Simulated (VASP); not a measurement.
Runs of VASP 6.6.1 on In3Se. The structure is cubic, space group Pm-3m (No. 221). Conventional cell: a = 4.804 Å, b = 4.804 Å, c = 4.804 Å, α = 90.00°, β = 90.00°, γ = 90.00°. Within 4.5 Å of In (site symmetry 4/mmm) lie 8 In at 3.40 Å and 4 Se at 3.40 Å. Within 4.5 Å of Se (site symmetry m-3m) lie 12 In at 3.40 Å. 

| task | level | cell | k mesh | cutoff (eV) | smearing | gap on the mesh (eV) | pressure (GPa) | relaxed volume (Å³/atom) |
| --- | --- | --- | --- | --- | --- | --- | --- | --- |
| single point | PBE | as given | 5 × 5 × 5 | 520 | gaussian 0.01 eV | none | 0.2 | - |
| single point | PBE | as given | 10 × 10 × 10 | 520 | methfessel-paxton 0.05 eV | none | -0.3 | - |
| single point | PBE | as given | 2 × 2 × 2 | 520 | gaussian 0.1 eV | none | 2.9 | - |
| relaxation of cell and atoms | PBE+D4 | relaxed | 10 × 10 × 10 | 600 | gaussian 0.1 eV | none | 0.0 | (b) |
| single point | PBE | as given | 5 × 5 × 5 | 520 | gaussian 0.1 eV | none | 0.1 | - |
| single point | PBE | as given | 4 × 4 × 4 | 520 | gaussian 0.1 eV | none | -0.2 | - |
| single point | PBE | as given | 5 × 5 × 5 | 520 | gaussian 0.2 eV | none | 0.1 | - |
| single point | PBEsol | as given | 10 × 10 × 10 | 520 | gaussian 0.1 eV | none | (a) | - |
| single point | PBE | as given | 6 × 6 × 6, shifted | 520 | gaussian 0.1 eV | none | -0.5 | - |
| single point | PBE | as given | 10 × 10 × 10 | 520 | methfessel-paxton 0.01 eV | none | -0.4 | - |
| single point | PBE | as given | 6 × 6 × 6 | 520 | gaussian 0.1 eV | none | -0.3 | - |
| relaxation of cell and atoms | PBE+D3(BJ) | relaxed | 10 × 10 × 10 | 600 | gaussian 0.1 eV | none | 0.0 | 26.03 |

Alike in all rows: potentials or basis VASP PAW PBE potentials, release 64 (In_d, Se); no spin polarisation.

Estimate the missing entries.

(a) -3.0; (b) 26.02.

Caveats: some runs use coarse meshes; spin-orbit coupling is left out, which moves the levels of the heavy elements; pairwise dispersion overbinds metals, which lowers pressure and volume (some runs); the PAW data sets were made with another functional, which shifts forces and pressure a little (some runs).

A k mesh can miss the band edges, and the runs leave out spin-orbit coupling on In, Se.

A gap of «none» marks levels without a gap at the run's occupations.
